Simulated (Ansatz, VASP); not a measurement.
**C in VASP and in Ansatz**

The input INCAR:

```
ALGO = Normal ; EDIFF = 1E-6
EDIFFG = -0.002 ; ENCUT = 520
GGA = PS ; IBRION = 2
ISIF = 2 ; ISMEAR = 0
LASPH = True ; LCHARG = False
LREAL = False ; LWAVE = False
NELM = 100 ; NSW = 60
PREC = Accurate ; SIGMA = 0.02
```

KPOINTS

```
k-points
0
Gamma
  9 9 6
```

The input POSCAR:

```
C
1.0
    2.4612466108      0.0000000000      0.0000000000
   -1.2306233054      2.1315020900      0.0000000000
    0.0000000000      0.0000000000      4.1980341080
C
4
Direct
    0.3333333333      0.6666666667     -0.0002008248
    0.6666666667      0.3333333333      0.4997991752
    0.3333333333      0.6666666667      0.3742008248
    0.6666666667      0.3333333333      0.8742008248
```

Input for Ansatz:

```yaml
crystal:
  lattice:
    - [2.4612466108, 0.0, 0.0]
    - [-1.2306233054, 2.13150209, 0.0]
    - [0.0, 0.0, 4.198034108]
  atoms:
    - { symbol: C, position: [0.3333333333, 0.6666666667, -0.0002008248] }
    - { symbol: C, position: [0.6666666667, 0.3333333333, 0.4997991752] }
    - { symbol: C, position: [0.3333333333, 0.6666666667, 0.3742008248] }
    - { symbol: C, position: [0.6666666667, 0.3333333333, 0.8742008248] }
basis:
  ecutwfc: 600.0
kpoints:
  mp_grid: { grid: [9, 9, 6] }
hamiltonian:
  xc: pbesol
  pseudopotentials: { kind: paw, azcp: { folder: soft_1 } }
scf:
  occupations: { method: gaussian, width: 0.02 }
output:
  forces: true
  stress: true
  eigenvalues: true
relax:
  adjacent_minimum: "off"
  f_tol: 0.002
  max_steps: 40
```

Change from the starting cell: strained cell.

Alike in both runs: task relaxation of the atoms; functional PBEsol; k mesh 9 × 9 × 6; occupations gaussian, width 0.02 eV; no spin polarisation.

|  | VASP | Ansatz |
| --- | --- | --- |
| version | VASP 6.6.1 | Ansatz 0.2.0 |
| potentials or method | VASP PAW PBE potentials, release 64 (C), cutoff 520 eV | scalar-relativistic, plane waves, PAW |
| valence electrons in the cell | 16 | 16 |

VASP gave:

| Quantity | Value |
| --- | --- |
| gap on the k mesh at the Fermi level, each at its own relaxed structure (eV) | 2.89 |

Question: Estimate Ansatz's values.

Answer: gap on the k mesh at the Fermi level, each at its own relaxed structure (eV): 2.92.

VASP's potentials were made for PBE, not for PBEsol, and Ansatz warns of the same on its side. Ansatz's warnings: stress scf threshold loose.
